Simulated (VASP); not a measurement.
Fe:

```
Fe
1.0
     0.00000    1.91550    1.93855
     1.47819    0.00000    1.93855
     1.47819    1.91550    0.00000
Fe
1
Direct
  0.00000 0.00000 0.00000
```

This cell differs from its parent crystal: volume scaled by 0.96.

Base run:

| Quantity | Value |
| --- | --- |
| Program | VASP 6.6.1 |
| Functional | PBE |
| Potentials or basis | VASP PAW PBE potentials, release 64 (Fe) |
| Cutoff | 520 eV |
| k mesh | 13 × 13 × 13 |
| Occupations | fermi-dirac, width 0.05 eV |
| Spin | collinear spin, ferromagnetic start |
| Starting moments | [3.0] μB |

Its results: pressure 6.9 GPa; net moment 2.11 μB per cell; site moments Fe +2.10 μB.

Question: The run is repeated on the same cell with these changes: functional from PBE to PBEsol. What comes out?

Answer: Pressure -3.0 GPa; net moment 2.11 μB per cell; site moments Fe +2.10 μB.

PBEsol binds more tightly than PBE, so the same cell stands under less pressure.

Caveats: the PAW data sets were made with another functional, which shifts forces and pressure a little (some runs).
